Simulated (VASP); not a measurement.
# In2O (antifluorite type) (Fm-3m) in VASP: a series of runs

The runs below take In2O (antifluorite type) through single point, with PBE.

Everything below comes from runs of VASP 6.6.1. Logs are shortened: lines on timing, memory, paths and dates and some standing lists are left out, and cuts for length are marked.

## 1. The cell of the first run

The structure is cubic, space group Fm-3m (No. 225). Conventional cell: a = 6.412 Å, b = 6.412 Å, c = 6.412 Å, α = 90.00°, β = 90.00°, γ = 90.00°. Within 3.7 Å of In (site symmetry -43m) lie 4 O at 2.78 Å and 6 In at 3.21 Å. O (site symmetry m-3m) has 8 In at 2.78 Å within 3.7 Å.

## 2. Single point, PBE

INCAR

```
PREC = Accurate ; ENCUT = 520
EDIFF = 1E-6 ; ISMEAR = -1
SIGMA = 0.06122561905347299 ; LREAL = F
LASPH = T ; NELM = 100
ALGO = Normal ; ISIF = 2
LWAVE = F ; LCHARG = F
GGA = PE ; NBANDS = 23
```

KPOINTS

```
Automatic mesh
0
Gamma
  29 29 29
```

POSCAR

```
In2O
1.0
    0.0000000000      3.2058644963      3.2058644963
    3.2058644963      0.0000000000      3.2058644963
    3.2058644963      3.2058644963      0.0000000000
In O
2 1
Direct
    0.2500000000      0.2500000000      0.2500000000
    0.7500000000      0.7500000000      0.7500000000
    0.0000000000      0.0000000000      0.0000000000
```

Potentials or basis: VASP PAW PBE potentials, release 64 (In_d, O).

Launch:

```
$ cat potpaw_PBE.64/In_d/POTCAR potpaw_PBE.64/O/POTCAR > POTCAR
$ mpirun -np 1 vasp_std > vasp.out
```

OUTCAR:

```text
PREC = Accurate
   ENCUT = 520
   EDIFF = 1E-6
   ISMEAR = -1
   LREAL = F
   LASPH = T
   NELM = 100
   ISIF = 2
   GGA = PE

 ion  position               nearest neighbor table
   1  0.250  0.250  0.250-   3 2.78   3 2.78   3 2.78   3 2.78   2 3.21   2 3.21   2 3.21   2 3.21
                             2 3.21   2 3.21
   2  0.750  0.750  0.750-   3 2.78   3 2.78   3 2.78   3 2.78   1 3.21   1 3.21   1 3.21   1 3.21
                             1 3.21   1 3.21
   3  0.000  0.000  0.000-   2 2.78   2 2.78   2 2.78   1 2.78   1 2.78   1 2.78   2 2.78   1 2.78

  LATTYP: Found a face centered cubic cell.
 ALAT       =     6.4117289926

  Lattice vectors:

 A1 = (   0.0000000000,   3.2058644963,   3.2058644963)
 A2 = (   3.2058644963,   0.0000000000,   3.2058644963)
 A3 = (   3.2058644963,   3.2058644963,   0.0000000000)

Analysis of symmetry for initial positions (statically):
=====================================================================
 Subroutine PRICEL returns:
 Original cell was already a primitive cell.

 Routine SETGRP: Setting up the symmetry group for a
 face centered cubic supercell.

 Subroutine GETGRP returns: Found 48 space group operations
 (whereof 48 operations were pure point group operations)
 out of a pool of 48 trial point group operations.

The static configuration has the point symmetry O_h .

Analysis of symmetry for dynamics (positions and initial velocities):
=====================================================================
 Subroutine PRICEL returns:
 Original cell was already a primitive cell.

 Routine SETGRP: Setting up the symmetry group for a
 face centered cubic supercell.

 Subroutine GETGRP returns: Found 48 space group operations
 (whereof 48 operations were pure point group operations)
 out of a pool of 48 trial point group operations.

The dynamic configuration has the point symmetry O_h .

 Subroutine INISYM returns: Found 48 space group operations
 (whereof 48 operations are pure point group operations),
 and found     1 'primitive' translations

----------------------------------------------------------------------------------------

                                     Primitive cell

  volume of cell :      65.8970

  direct lattice vectors                    reciprocal lattice vectors
     0.000000000  3.205864496  3.205864496    -0.155964171  0.155964171  0.155964171
     3.205864496  0.000000000  3.205864496     0.155964171 -0.155964171  0.155964171
     3.205864496  3.205864496  0.000000000     0.155964171  0.155964171 -0.155964171

  length of vectors
     4.533777050  4.533777050  4.533777050     0.270137869  0.270137869  0.270137869

  position of ions in fractional coordinates (direct lattice)
     0.250000000  0.250000000  0.250000000
     0.750000000  0.750000000  0.750000000
     0.000000000  0.000000000  0.000000000

  ion indices of the primitive-cell ions
   primitive index   ion index
                 1           1
                 2           2
                 3           3

----------------------------------------------------------------------------------------

 KPOINTS: Automatic mesh

Automatic generation of k-mesh.
 Grid dimensions read from file:
 generate k-points for:   29   29   29

 Generating k-lattice:

  Cartesian coordinates                     Fractional coordinates (reciprocal lattice)
    -0.005378075  0.005378075  0.005378075     0.034482759  0.000000000  0.000000000
     0.005378075 -0.005378075  0.005378075     0.000000000  0.034482759  0.000000000
     0.005378075  0.005378075 -0.005378075     0.000000000  0.000000000  0.034482759

  Length of vectors
     0.009315099  0.009315099  0.009315099

  Shift w.r.t. Gamma in fractional coordinates (k-lattice)
     0.000000000  0.000000000  0.000000000

 Subroutine IBZKPT returns following result:
 ===========================================

 Found    680 irreducible k-points:

 Following reciprocal coordinates:
            Coordinates               Weight
  0.000000  0.000000  0.000000      1.000000
  0.034483  0.000000  0.000000      8.000000
  0.068966  0.000000  0.000000      8.000000
  0.103448  0.000000  0.000000      8.000000
  0.137931  0.000000  0.000000      8.000000
  0.172414  0.000000  0.000000      8.000000
[... 16 lines left out ...]
  0.275862  0.034483  0.000000     24.000000
  0.310345  0.034483  0.000000     24.000000
 [... further k-points ...]
   k-points           NKPTS =    680   k-points in BZ     NKDIM =    680   number of bands    NBANDS=     23
   number of dos      NEDOS =    301   number of ions     NIONS =      3
   total plane-waves  NPLWV =  46656
   dimension x,y,z NGX =    36 NGY =   36 NGZ =   36
   dimension x,y,z NGXF=    72 NGYF=   72 NGZF=   72
   ions per type =               2   1
   NGX,Y,Z   is equivalent  to a cutoff of  13.20, 13.20, 13.20 a.u.
   NGXF,Y,Z  is equivalent  to a cutoff of  26.40, 26.40, 26.40 a.u.
 SYSTEM =  unknown system
   PREC   = accura    normal or accurate (medium, high low for compatibility)
   ISTART =      0    job   : 0-new  1-cont  2-samecut
   ICHARG =      2    charge: 1-file 2-atom 10-const
   ISPIN  =      1    spin polarized calculation?
   LNONCOLLINEAR =      F non collinear calculations
   LSORBIT =      F    spin-orbit coupling
   LASPH  =      T    aspherical Exc in radial PAW
   ENCUT  =  520.0 eV  38.22 Ry    6.18 a.u.   8.43  8.43  8.43*2*pi/ulx,y,z
   NELM   =    100;   NELMIN=  2; NELMDL= -5     # of ELM steps
   EDIFF  = 0.1E-05   stopping-criterion for ELM
   LREAL  =      F    real-space projection
   EDIFFG = 0.1E-04   stopping-criterion for IOM
   NSW    =      0    number of steps for IOM
   IBRION =     -1    ionic relax: 0-MD 1-quasi-New 2-CG
   NFREE  =      0    steps in history (QN), initial steepest desc. (CG)
   ISIF   =      2    stress and relaxation
   ISYM   =      2    0-nonsym 1-usesym 2-fastsym
   POTIM  = 0.5000    time-step for ionic-motion
   TEBEG  =    0.0;   TEEND  =   0.0 temperature during run
   PSTRESS=    0.0 pullay stress
   NELECT =      32.0000    total number of electrons
   NUPDOWN=      -1.0000    fix difference up-down
   EMIN   =  10.00;   EMAX   =-10.00  energy-range for DOS
   EFERMI =   0.00;   METHOD = LEGACY
   ISMEAR =    -1;   SIGMA  =   0.06  broadening in eV -4-tet -1-fermi 0-gaus
   EFERMI_NEDOS =   21; number of points for ismear=-14 and -15
   IALGO  =     38    algorithm
   IMIX   =      4    mixing-type and parameters
     AMIX     =   0.40;   BMIX     =  1.00
     AMIX_MAG =   1.60;   BMIX_MAG =  1.00
  volume/ion in A,a.u.               =      21.97       148.23
  Fermi-wavevector in a.u.,A,eV,Ry     =   1.286776  2.431654 22.528429  1.655793
  Thomas-Fermi vector in A             =   2.418830
   LORBIT       =      0    0 simple, 1 ext, 2 COOP (PROOUT), +10 PAW based schemes
   GGA     = PE    functional components
   LHFCALC =     F    Hartree Fock is set to
   AEXX    =    0.0000 exact exchange contribution
   IVDW    =     0    specifies the selected vdW correction
   LEPSILON=     F    determine dielectric tensor
   LRPA    =     F    only Hartree local field effects (RPA)
 non-spin polarized calculation
  energy-cutoff  :      520.00
  volume of cell :       65.90
 maximum number of plane-waves:      1809
 NGX is ok and might be reduce to    36
   NGX = 17   NGY = 17   NGZ = 17

 number of electron      32.0000005 magnetization

 Free energy of the ion-electron system (eV)
  ---------------------------------------------------
  ext. energy  EPLUGINS =         0.00000000
  ---------------------------------------------------
  free energy    TOTEN  =       -10.60980902 eV

  energy without entropy =      -10.59492240  energy(sigma->0) =      -10.60236571

 E-fermi :   5.7318     XC(G=0):  -9.8233

 val. band max:        5.7286219369   @ k =  -0.4483   0.4138   0.0000
 cond. band min:       5.7324276466   @ k =   0.1724   0.0690   0.0345
 fundamental gap:      0.0038057096
 Fermi energy:         5.7317764001

 k-point     1 :       0.0000    0.0000    0.0000
  band No.  band energies     occupation
      1     -11.1986      2.00000
      2      -8.8587      2.00000
      3      -8.8587      2.00000
      4      -8.6793      2.00000
      5      -8.6793      2.00000
      6      -8.6793      2.00000
[... 15 lines left out ...]
     22      12.4323      0.00000
     23      14.6646      0.00000

 k-point     2 :       0.0345    0.0000    0.0000
  band No.  band energies     occupation
      1     -11.1982      2.00000
      2      -8.8570      2.00000
      3      -8.8570      2.00000
      4      -8.6782      2.00000
      5      -8.6782      2.00000
      6      -8.6768      2.00000
[... 15 lines left out ...]
     22      12.3867      0.00000
     23      14.7618      0.00000

 k-point     3 :       0.0690    0.0000    0.0000
  band No.  band energies     occupation
      1     -11.1968      2.00000
      2      -8.8518      2.00000
      3      -8.8518      2.00000
      4      -8.6749      2.00000
      5      -8.6749      2.00000
      6      -8.6695      2.00000
[... 15 lines left out ...]
     22      12.2619      0.00000
     23      15.0178      0.00000

 k-point     4 :       0.1034    0.0000    0.0000
  band No.  band energies     occupation
      1     -11.1947      2.00000
      2      -8.8434      2.00000
      3      -8.8434      2.00000
      4      -8.6695      2.00000
      5      -8.6695      2.00000
      6      -8.6577      2.00000
[... 15 lines left out ...]
     22      12.0924      0.00000
     23      15.3490      0.00000

 k-point     5 :       0.1379    0.0000    0.0000
  band No.  band energies     occupation
      1     -11.1920      2.00000
      2      -8.8317      2.00000
      3      -8.8317      2.00000
      4      -8.6620      2.00000
      5      -8.6620      2.00000
      6      -8.6420      2.00000
[... 15 lines left out ...]
     22      11.9773      0.00000
     23      15.6188      0.00000

 k-point     6 :       0.1724    0.0000    0.0000
  band No.  band energies     occupation
      1     -11.1888      2.00000
      2      -8.8168      2.00000
      3      -8.8168      2.00000
      4      -8.6526      2.00000
      5      -8.6526      2.00000
      6      -8.6231      2.00000
[... 15 lines left out ...]
     22      11.9372      0.00000
     23      15.6935      0.00000

 k-point     7 :       0.2069    0.0000    0.0000
  band No.  band energies     occupation
      1     -11.1852      2.00000
      2      -8.7989      2.00000
      3      -8.7989      2.00000
      4      -8.6415      2.00000
      5      -8.6415      2.00000
      6      -8.6021      2.00000
[... 353 lines left out ...]
     22      12.1599      0.00000
     23      15.4131      0.00000

 k-point    21 :       0.2069    0.0345    0.0000
  band No.  band energies     occupation
      1     -11.1861      2.00000
      2      -8.8149      2.00000
      3      -8.7930      2.00000
      4      -8.6480      2.00000
      5      -8.6401      2.00000
      6      -8.6085      2.00000
[... 15 lines left out ...]
     22      12.1413      0.00000
     23      15.4550      0.00000

 k-point    22 :       0.2414    0.0345    0.0000
  band No.  band energies     occupation
      1     -11.1824      2.00000
      2      -8.7967      2.00000
      3      -8.7717      2.00000
      4      -8.6365      2.00000
      5      -8.6274      2.00000
      6      -8.5869      2.00000
[... 15 lines left out ...]
     22      12.1944      0.00000
     23      15.4630      0.00000

 k-point    23 :       0.2759    0.0345    0.0000
  band No.  band energies     occupation
      1     -11.1788      2.00000
      2      -8.7757      2.00000
      3      -8.7477      2.00000
      4      -8.6236      2.00000
      5      -8.6134      2.00000
      6      -8.5657      2.00000
[... 15 lines left out ...]
     22      12.2726      0.00000
     23      15.5132      0.00000

 k-point    24 :       0.3103    0.0345    0.0000
  band No.  band energies     occupation
      1     -11.1752      2.00000
      2      -8.7520      2.00000
      3      -8.7212      2.00000
      4      -8.6095      2.00000
      5      -8.5983      2.00000
      6      -8.5467      2.00000
[... 15 lines left out ...]
     22      12.3179      0.00000
     23      15.6513      0.00000

 [... further k-points ...]

------------------------ aborting loop because EDIFF is reached ----------------------------------------

  FORCE on cell =-STRESS in cart. coord.  units (eV):
  Direction    XX          YY          ZZ          XY          YZ          ZX
  --------------------------------------------------------------------------------------
  -------------------------------------------------------------------------------------
  Total        0.0043861      0.0043861      0.0043861      0.0000000     -0.0000000      0.0000000
  in kB        0.1066398      0.1066398      0.1066398      0.0000000     -0.0000000      0.0000000
  external PRESSURE =       0.1066398 kB  Pullay stress =       0.0000000 kB

 VOLUME and BASIS-vectors are now :
 -----------------------------------------------------------------------------
  energy-cutoff  :      520.00
  volume of cell :       65.90
      direct lattice vectors                 reciprocal lattice vectors
     0.000000000  3.205864496  3.205864496    -0.155964171  0.155964171  0.155964171
     3.205864496  0.000000000  3.205864496     0.155964171 -0.155964171  0.155964171
     3.205864496  3.205864496  0.000000000     0.155964171  0.155964171 -0.155964171

 POSITION                                       TOTAL-FORCE (eV/Angst)
 -----------------------------------------------------------------------------------
      1.60293      1.60293      1.60293        -0.000000     -0.000000     -0.000000
      4.80880      4.80880      4.80880         0.000000      0.000000      0.000000
      0.00000      0.00000      0.00000         0.000000     -0.000000      0.000000
 -----------------------------------------------------------------------------------
    total drift:                                0.000000      0.000000      0.000000

  FREE ENERGIE OF THE ION-ELECTRON SYSTEM (eV)
  ---------------------------------------------------
  free  energy   TOTEN  =       -10.6098090204 eV

  energy  without entropy=      -10.5949224012  energy(sigma->0) =      -10.60236571
```

Run time: 19 min. Hardware: 1 thread of Oxide Virtual Turin-like, shared host; peak memory 0.87 GiB.

What came out:

| Item | Value |
| --- | --- |
| Free energy | -10.6098 eV |
| Pressure | 0.0 GPa |
| Band gap on the k mesh | zero (bands 16 and 17 overlap by 1.76 eV) |

Levels at points of the mesh, in eV from the Fermi level:
| k point | band 12 | band 13 | band 14 | band 15 | band 16 | band 17 | band 18 | band 19 | band 20 | band 21 |
| --- | --- | --- | --- | --- | --- | --- | --- | --- | --- | --- |
| (0.00, 0.00, 0.00) | -6.82 | -2.37 | -2.37 | -2.37 | 1.55 | 1.94 | 1.94 | 1.94 | 6.70 | 6.70 |

Caveat: spin-orbit coupling is left out, which moves the levels of the heavy elements.

## 3. Single point, PBE

This run uses another cell than the first one, of 22.40 Å³/atom.

INCAR

```
SYSTEM = In2O
PREC = Accurate ; ENCUT = 520
EDIFF = 1E-7 ; ISMEAR = -1
SIGMA = 0.06122561905347299 ; LREAL = .False.
LASPH = .True. ; NELM = 60
ALGO = Normal ; ISIF = 2
LWAVE = .False. ; LCHARG = .True.
GGA = PE ; LELF = .True.
LVHAR = .True. ; NBANDS = 23
```

KPOINTS

```
regular mesh
0
Gamma
  29 29 29
  0 0 0
```

POSCAR

```
In2O
1.0
    0.0000000000      3.2270960057      3.2270960057
    3.2270960057      0.0000000000      3.2270960057
    3.2270960057      3.2270960057      0.0000000000
In O
2 1
Direct
    0.2500000000      0.2500000000      0.2500000000
    0.7500000000      0.7500000000      0.7500000000
    0.0000000000      0.0000000000      0.0000000000
```

Potentials or basis: VASP PAW PBE potentials, release 64 (In_d, O).

Launch:

```
$ cat potpaw_PBE.64/In_d/POTCAR potpaw_PBE.64/O/POTCAR > POTCAR
$ mpirun -np 1 vasp_std > vasp.out
```

Wall time 40 min (1 thread of Oxide Virtual Turin-like, shared host); peak memory 0.88 GiB.

Results (log left out):

* Free energy: -10.6070 eV
* Pressure: -0.9 GPa
* Band gap on the k mesh: zero (bands 16 and 17 overlap by 1.62 eV)

Levels at points of the mesh, in eV from the Fermi level:
```
           k point  band 14  band 15  band 16  band 17  band 18  band 19
(0.00, 0.00, 0.00)    -2.29    -2.29     1.41     1.95     1.95     1.95
```

Caveat: spin-orbit coupling is left out, which moves the levels of the heavy elements.
